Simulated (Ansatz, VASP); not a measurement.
**One calculation of Ni, two programs**

File INCAR:

```
SYSTEM = Ni
ALGO     = Normal         ! electronic algorithm
EDIFF    = 1E-6           ! SCF threshold, eV
EDIFFG   = -0.01          ! ionic threshold
ENCUT    = 600            ! plane-wave cutoff, eV
GGA      = RP             ! functional
IBRION   = 2              ! ionic algorithm
ISIF     = 3              ! what is computed and relaxed
ISMEAR   = -1             ! smearing method
ISPIN    = 2              ! spin polarisation
IVDW     = 13             ! dispersion correction
LASPH    = .True.         ! aspherical terms in the spheres
LCHARG   = .False.        ! write CHGCAR
LMAXMIX  = 4              ! l up to which the mixer works
LORBIT   = 11             ! projections on sites
LREAL    = .False.        ! projectors in reciprocal space
LWAVE    = .False.        ! write WAVECAR
MAGMOM   = 1              ! initial moments
NELM     = 150            ! most SCF steps
NSW      = 80             ! ionic steps
PREC     = Accurate       ! precision mode
SIGMA    = 0.05           ! smearing width, eV
```

The input KPOINTS:

```
k-points
0
Gamma
  13 13 13
  0 0 0
```

File POSCAR:

```
Ni
1.0
    0.0000000000      1.7375729330      1.7375729330
    1.7375729330      0.0000000000      1.7375729330
    1.7375729330      1.7375729330      0.0000000000
Ni
1
Direct
    0.0000000000      0.0000000000      0.0000000000
```

File input.yaml:

```yaml
crystal:
  lattice:
    - [0.0, 1.737572933, 1.737572933]
    - [1.737572933, 0.0, 1.737572933]
    - [1.737572933, 1.737572933, 0.0]
  atoms:
    - { symbol: Ni, position: [0.0, 0.0, 0.0], spin: 1.0 }
kpoints:
  mp_grid: { grid: [13, 13, 13] }
scf:
  occupations: { method: fermi_dirac, width: 0.05 }
hamiltonian:
  xc: rpbe
  dispersion: d4
  pseudopotentials: { kind: all_electron, lapw: { basis_error: 0.001 } }
magnetization:
  spin_polarized: true
output:
  forces: true
  stress: true
relax:
  f_tol: 0.01
  max_steps: 60
  cell: {}
```

Alike in both runs: task relaxation of cell and atoms; functional RPBE; dispersion D4; k mesh 13 × 13 × 13; occupations fermi-dirac, width 0.05 eV; collinear spin.

|  | VASP | Ansatz |
| --- | --- | --- |
| version | VASP 6.6.1 | Ansatz 0.2.0 |
| potentials or method | VASP PAW PBE potentials, release 64 (Ni), cutoff 600 eV | all-electron LAPW, scalar-relativistic |

```csv
,VASP,Ansatz,Ansatz less VASP
net moment per atom (μB),0.62,0.63,+0.007
size of the moment on the site where the two differ most (μB),0.63,0.66,+0.029
relaxed volume (Å³/atom),10.50,10.51,+0.004
relaxed cell length with the largest relative difference (Å),2.458,2.459,+0.0003
```

VASP's potentials were made for PBE, not for RPBE. Site moments also hang on the region over which each program counts them. Ansatz ran all-electron here, and VASP with PAW potentials.
